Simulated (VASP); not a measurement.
# Te2Mo in VASP: further runs

Te2Mo is run at these levels: LDA; tasks: single point.

Program: VASP 6.6.1. These are calculated values, not measurements. Logs are shortened: lines on timing, memory, paths and dates and some standing lists are left out, and cuts for length are marked.

### Step 1. The cell of the first run

The cell holds a slab with vacuum, 3 atoms: a = 3.418 Å, b = 3.418 Å, c = 18.225 Å, α = 90.00°, β = 90.00°, γ = 120.00°.

### Step 2. Single point, LDA (strain -0.040 along x and y, +0.040 along z)

Contents of INCAR:

```
SYSTEM = Te2Mo
  PREC = Accurate
  ENCUT = 520
  EDIFF = 1E-7
  ISMEAR = 0
  SIGMA = 0.05
  LREAL = .False.
  LASPH = .True.
  NELM = 60
  ALGO = Normal
  ISIF = 2
  LWAVE = .False.
  LCHARG = .True.
  GGA = CA
  LELF = .True.
  LVHAR = .True.
  NBANDS = 20
```

Contents of KPOINTS:

```
regular mesh
0
Gamma
  12 12 2
  0 0 0
```

Contents of POSCAR:

```
Te2Mo
1.0
    3.4178235014      0.0000000000      0.0000000000
   -1.7089117507      2.9599219779      0.0000000000
    0.0000000000      0.0000000000     18.2250201328
Te Mo
2 1
Direct
    0.3333333333      0.6666666667      0.8978554500
    0.3333333333      0.6666666667      0.1021445500
    0.0000000000      0.0000000000      0.0000000000
```

Potentials or basis: VASP PAW LDA potentials, release 64 (Te, Mo_sv).

Command:

```bash
$ cat potpaw_LDA.64/Te/POTCAR potpaw_LDA.64/Mo_sv/POTCAR > POTCAR
$ mpirun -np 1 vasp_std > vasp.out
```

OUTCAR:

```text
SYSTEM = Te2Mo
   PREC = Accurate
   ENCUT = 520
   EDIFF = 1E-7
   ISMEAR = 0
   LREAL = .False.
   LASPH = .True.
   NELM = 60
   ISIF = 2
   GGA = CA

 ion  position               nearest neighbor table
   1  0.333  0.667  0.898-   3 2.71   3 2.71   3 2.71
   2  0.333  0.667  0.102-   3 2.71   3 2.71   3 2.71
   3  0.000  0.000  0.000-   1 2.71   2 2.71   1 2.71   2 2.71   1 2.71   2 2.71

  LATTYP: Found a hexagonal cell.
 ALAT       =     3.4178235014
 C/A-ratio  =     5.3323467772

  Lattice vectors:

 A1 = (   3.4178235014,   0.0000000000,   0.0000000000)
 A2 = (  -1.7089117507,   2.9599219779,   0.0000000000)
 A3 = (   0.0000000000,   0.0000000000,  18.2250201328)

Analysis of symmetry for initial positions (statically):
=====================================================================
 Subroutine PRICEL returns:
 Original cell was already a primitive cell.

 Routine SETGRP: Setting up the symmetry group for a
 hexagonal supercell.

 Subroutine GETGRP returns: Found 12 space group operations
 (whereof 12 operations were pure point group operations)
 out of a pool of 24 trial point group operations.

The static configuration has the point symmetry D_3h.

Analysis of symmetry for dynamics (positions and initial velocities):
=====================================================================
 Subroutine PRICEL returns:
 Original cell was already a primitive cell.

 Routine SETGRP: Setting up the symmetry group for a
 hexagonal supercell.

 Subroutine GETGRP returns: Found 12 space group operations
 (whereof 12 operations were pure point group operations)
 out of a pool of 24 trial point group operations.

The dynamic configuration has the point symmetry D_3h.

 Subroutine INISYM returns: Found 12 space group operations
 (whereof 12 operations are pure point group operations),
 and found     1 'primitive' translations

----------------------------------------------------------------------------------------

                                     Primitive cell

  volume of cell :     184.3733

  direct lattice vectors                    reciprocal lattice vectors
     3.417823501  0.000000000  0.000000000     0.292583862  0.168923372  0.000000000
    -1.708911751  2.959921978  0.000000000     0.000000000  0.337846743  0.000000000
     0.000000000  0.000000000 18.225020133     0.000000000  0.000000000  0.054869624

  length of vectors
     3.417823501  3.417823501 18.225020133     0.337846743  0.337846743  0.054869624

  position of ions in fractional coordinates (direct lattice)
     0.333333333  0.666666667  0.897855450
     0.333333333  0.666666667  0.102144550
     0.000000000  0.000000000  0.000000000

  ion indices of the primitive-cell ions
   primitive index   ion index
                 1           1
                 2           2
                 3           3

----------------------------------------------------------------------------------------

 KPOINTS: regular mesh

Automatic generation of k-mesh.
 Grid dimensions read from file:
 generate k-points for:   12   12    2

 Generating k-lattice:

  Cartesian coordinates                     Fractional coordinates (reciprocal lattice)
     0.024381989  0.014076948  0.000000000     0.083333333  0.000000000  0.000000000
     0.000000000  0.028153895  0.000000000     0.000000000  0.083333333  0.000000000
     0.000000000  0.000000000  0.027434812     0.000000000  0.000000000  0.500000000

  Length of vectors
     0.028153895  0.028153895  0.027434812

  Shift w.r.t. Gamma in fractional coordinates (k-lattice)
     0.000000000  0.000000000  0.000000000

 Subroutine IBZKPT returns following result:
 ===========================================

 Found     38 irreducible k-points:

 Following reciprocal coordinates:
            Coordinates               Weight
  0.000000  0.000000  0.000000      1.000000
  0.083333  0.000000  0.000000      6.000000
  0.166667  0.000000  0.000000      6.000000
  0.250000 -0.000000  0.000000      6.000000
  0.333333  0.000000  0.000000      6.000000
  0.416667  0.000000  0.000000      6.000000
[... 16 lines left out ...]
  0.250000 -0.000000  0.500000      6.000000
  0.333333  0.000000  0.500000      6.000000
 [... further k-points ...]
   k-points           NKPTS =     38   k-points in BZ     NKDIM =     38   number of bands    NBANDS=     20
   number of dos      NEDOS =    301   number of ions     NIONS =      3
   total plane-waves  NPLWV = 109760
   dimension x,y,z NGX =    28 NGY =   28 NGZ =  140
   dimension x,y,z NGXF=    56 NGYF=   56 NGZF=  280
   ions per type =               2   1
   NGX,Y,Z   is equivalent  to a cutoff of  13.62, 13.62, 12.77 a.u.
   NGXF,Y,Z  is equivalent  to a cutoff of  27.24, 27.24, 25.54 a.u.
 SYSTEM =  Te2Mo
   PREC   = accura    normal or accurate (medium, high low for compatibility)
   ISTART =      0    job   : 0-new  1-cont  2-samecut
   ICHARG =      2    charge: 1-file 2-atom 10-const
   ISPIN  =      1    spin polarized calculation?
   LNONCOLLINEAR =      F non collinear calculations
   LSORBIT =      F    spin-orbit coupling
   LASPH  =      T    aspherical Exc in radial PAW
   ENCUT  =  520.0 eV  38.22 Ry    6.18 a.u.   6.35  6.35 33.89*2*pi/ulx,y,z
   NELM   =     60;   NELMIN=  2; NELMDL= -5     # of ELM steps
   EDIFF  = 0.1E-06   stopping-criterion for ELM
   LREAL  =      F    real-space projection
   EDIFFG = 0.1E-05   stopping-criterion for IOM
   NSW    =      0    number of steps for IOM
   IBRION =     -1    ionic relax: 0-MD 1-quasi-New 2-CG
   NFREE  =      0    steps in history (QN), initial steepest desc. (CG)
   ISIF   =      2    stress and relaxation
   ISYM   =      2    0-nonsym 1-usesym 2-fastsym
   POTIM  = 0.5000    time-step for ionic-motion
   TEBEG  =    0.0;   TEEND  =   0.0 temperature during run
   PSTRESS=    0.0 pullay stress
   NELECT =      26.0000    total number of electrons
   NUPDOWN=      -1.0000    fix difference up-down
   EMIN   =  10.00;   EMAX   =-10.00  energy-range for DOS
   EFERMI =   0.00;   METHOD = LEGACY
   ISMEAR =     0;   SIGMA  =   0.05  broadening in eV -4-tet -1-fermi 0-gaus
   EFERMI_NEDOS =   21; number of points for ismear=-14 and -15
   IALGO  =     38    algorithm
   IMIX   =      4    mixing-type and parameters
     AMIX     =   0.40;   BMIX     =  1.00
     AMIX_MAG =   1.60;   BMIX_MAG =  1.00
  volume/ion in A,a.u.               =      61.46       414.74
  Fermi-wavevector in a.u.,A,eV,Ry     =   0.852118  1.610270  9.879270  0.726106
  Thomas-Fermi vector in A             =   1.968357
   LORBIT       =      0    0 simple, 1 ext, 2 COOP (PROOUT), +10 PAW based schemes
   GGA     = CA    functional components
   LHFCALC =     F    Hartree Fock is set to
   AEXX    =    0.0000 exact exchange contribution
   IVDW    =     0    specifies the selected vdW correction
   LEPSILON=     F    determine dielectric tensor
   LRPA    =     F    only Hartree local field effects (RPA)
 non-spin polarized calculation
 Gauss-broadening in eV      SIGMA  =   0.05
  energy-cutoff  :      520.00
  volume of cell :      184.37
 maximum number of plane-waves:      4999
 NGX is ok and might be reduce to    28
   NGX = 13   NGY = 13   NGZ = 67

 number of electron      26.0000001 magnetization

 Free energy of the ion-electron system (eV)
  ---------------------------------------------------
  ext. energy  EPLUGINS =         0.00000000
  ---------------------------------------------------
  free energy    TOTEN  =       -20.42903032 eV

  energy without entropy =      -20.42903032  energy(sigma->0) =      -20.42903032

 E-fermi :   0.6569     XC(G=0):  -4.8575

 val. band max:        0.2710950606   @ k =   0.5000  -0.0000   0.0000
 cond. band min:       1.3622614989   @ k =   0.1667   0.1667   0.0000
 fundamental gap:      1.0911664384
 Fermi energy:         0.6569066569

 k-point     1 :       0.0000    0.0000    0.0000
  band No.  band energies     occupation
      1     -60.0226      2.00000
      2     -34.4403      2.00000
      3     -34.1999      2.00000
      4     -34.1999      2.00000
      5     -12.7421      2.00000
      6     -11.8937      2.00000
[... 12 lines left out ...]
     19       4.8235      0.00000
     20       5.7653      0.00000

 k-point     2 :       0.0833    0.0000    0.0000
  band No.  band energies     occupation
      1     -60.0216      2.00000
      2     -34.4377      2.00000
      3     -34.2119      2.00000
      4     -34.2027      2.00000
      5     -12.6337      2.00000
      6     -11.8144      2.00000
[... 12 lines left out ...]
     19       4.9528      0.00000
     20       5.9054      0.00000

 k-point     3 :       0.1667    0.0000    0.0000
  band No.  band energies     occupation
      1     -60.0189      2.00000
      2     -34.4306      2.00000
      3     -34.2446      2.00000
      4     -34.2103      2.00000
      5     -12.3169      2.00000
      6     -11.5828      2.00000
[... 12 lines left out ...]
     19       5.3223      0.00000
     20       6.2256      0.00000

 k-point     4 :       0.2500   -0.0000    0.0000
  band No.  band energies     occupation
      1     -60.0152      2.00000
      2     -34.4210      2.00000
      3     -34.2888      2.00000
      4     -34.2207      2.00000
      5     -11.8206      2.00000
      6     -11.2222      2.00000
[... 12 lines left out ...]
     19       5.8814      0.00000
     20       6.6706      0.00000

 k-point     5 :       0.3333    0.0000    0.0000
  band No.  band energies     occupation
      1     -60.0115      2.00000
      2     -34.4113      2.00000
      3     -34.3328      2.00000
      4     -34.2311      2.00000
      5     -11.2099      2.00000
      6     -10.7872      2.00000
[... 12 lines left out ...]
     19       6.1773      0.00000
     20       6.3089      0.00000

 k-point     6 :       0.4167    0.0000    0.0000
  band No.  band energies     occupation
      1     -60.0088      2.00000
      2     -34.4042      2.00000
      3     -34.3647      2.00000
      4     -34.2386      2.00000
      5     -10.6314      2.00000
      6     -10.3930      2.00000
[... 12 lines left out ...]
     19       6.1574      0.00000
     20       6.4886      0.00000

 k-point     7 :       0.5000   -0.0000    0.0000
  band No.  band energies     occupation
      1     -60.0078      2.00000
      2     -34.4016      2.00000
      3     -34.3763      2.00000
      4     -34.2414      2.00000
      5     -10.3695      2.00000
      6     -10.2239      2.00000
[... 12 lines left out ...]
     19       6.1643      0.00000
     20       6.8407      0.00000
[... 277 lines left out ...]
 k-point    20 :       0.0000    0.0000    0.5000
  band No.  band energies     occupation
      1     -60.0226      2.00000
      2     -34.4403      2.00000
      3     -34.1999      2.00000
      4     -34.1999      2.00000
      5     -12.7421      2.00000
      6     -11.8937      2.00000
[... 12 lines left out ...]
     19       4.6793      0.00000
     20       6.0477      0.00000

 k-point    21 :       0.0833    0.0000    0.5000
  band No.  band energies     occupation
      1     -60.0216      2.00000
      2     -34.4377      2.00000
      3     -34.2119      2.00000
      4     -34.2027      2.00000
      5     -12.6337      2.00000
      6     -11.8144      2.00000
[... 12 lines left out ...]
     19       4.8072      0.00000
     20       6.1687      0.00000

 k-point    22 :       0.1667    0.0000    0.5000
  band No.  band energies     occupation
      1     -60.0189      2.00000
      2     -34.4306      2.00000
      3     -34.2446      2.00000
      4     -34.2103      2.00000
      5     -12.3169      2.00000
      6     -11.5828      2.00000
[... 12 lines left out ...]
     19       5.1755      0.00000
     20       6.5220      0.00000

 k-point    23 :       0.2500   -0.0000    0.5000
  band No.  band energies     occupation
      1     -60.0152      2.00000
      2     -34.4210      2.00000
      3     -34.2888      2.00000
      4     -34.2207      2.00000
      5     -11.8206      2.00000
      6     -11.2222      2.00000
[... 12 lines left out ...]
     19       5.7482      0.00000
     20       7.0115      0.00000

 k-point    24 :       0.3333    0.0000    0.5000
  band No.  band energies     occupation
      1     -60.0115      2.00000
      2     -34.4113      2.00000
      3     -34.3328      2.00000
      4     -34.2311      2.00000
      5     -11.2099      2.00000
      6     -10.7872      2.00000
[... 12 lines left out ...]
     19       6.1845      0.00000
     20       6.2739      0.00000

 [... further k-points ...]

------------------------ aborting loop because EDIFF is reached ----------------------------------------

  FORCE on cell =-STRESS in cart. coord.  units (eV):
  Direction    XX          YY          ZZ          XY          YZ          ZX
  --------------------------------------------------------------------------------------
  -------------------------------------------------------------------------------------
  Total        0.3079416      0.3079416     -2.2265202      0.0000000     -0.0000000      0.0000000
  in kB        2.6759684      2.6759684    -19.3481437      0.0000000     -0.0000000      0.0000000
  external PRESSURE =      -4.6654023 kB  Pullay stress =       0.0000000 kB

 VOLUME and BASIS-vectors are now :
 -----------------------------------------------------------------------------
  energy-cutoff  :      520.00
  volume of cell :      184.37
      direct lattice vectors                 reciprocal lattice vectors
     3.417823501  0.000000000  0.000000000     0.292583862  0.168923372  0.000000000
    -1.708911751  2.959921978  0.000000000     0.000000000  0.337846743  0.000000000
     0.000000000  0.000000000 18.225020133     0.000000000  0.000000000  0.054869624

 POSITION                                       TOTAL-FORCE (eV/Angst)
 -----------------------------------------------------------------------------------
     -0.00000      1.97328     16.36343         0.000000     -0.000000      0.594663
     -0.00000      1.97328      1.86159         0.000000     -0.000000     -0.594663
      0.00000      0.00000      0.00000        -0.000000      0.000000      0.000000
 -----------------------------------------------------------------------------------
    total drift:                                0.000000     -0.000000     -0.000000

  FREE ENERGIE OF THE ION-ELECTRON SYSTEM (eV)
  ---------------------------------------------------
  free  energy   TOTEN  =       -20.4290303236 eV

  energy  without entropy=      -20.4290303236  energy(sigma->0) =      -20.42903032
```

It took 2 min on 1 thread of Intel Xeon 6975P-C (Granite Rapids), shared host; peak memory 0.33 GiB.

What came out:

```
Free energy            : -20.4290 eV
Largest force          : 0.595 eV/Å
Band gap on the k mesh : 1.09 eV, indirect (least direct gap 1.42 eV)
```

Forces in eV/Å, atoms in the order of the input:
```
Te   0.000  0.000  0.595
Te   0.000  0.000 -0.595
Mo   0.000  0.000  0.000
```

Levels at points of the mesh, in eV from the valence-band top:
| k point | band 11 | band 12 | band 13 | band 14 | band 15 | band 16 |
| --- | --- | --- | --- | --- | --- | --- |
| (0.00, 0.00, 0.00) | -0.91 | -0.67 | -0.67 | 3.43 | 3.43 | 3.68 |
| (0.50, 0.00, 0.00) | -1.96 | -0.87 | 0.00 | 1.69 | 1.80 | 3.23 |
| (0.00, 0.00, 0.50) | -0.91 | -0.67 | -0.67 | 3.43 | 3.43 | 3.68 |
| (0.50, 0.00, 0.50) | -1.96 | -0.87 | 0.00 | 1.69 | 1.80 | 3.23 |

Caveat: the cell differs from its parent crystal (strain -0.040 along x and y, +0.040 along z); spin-orbit coupling is left out, which moves the levels of the heavy elements.

[end of part 1 of 2]
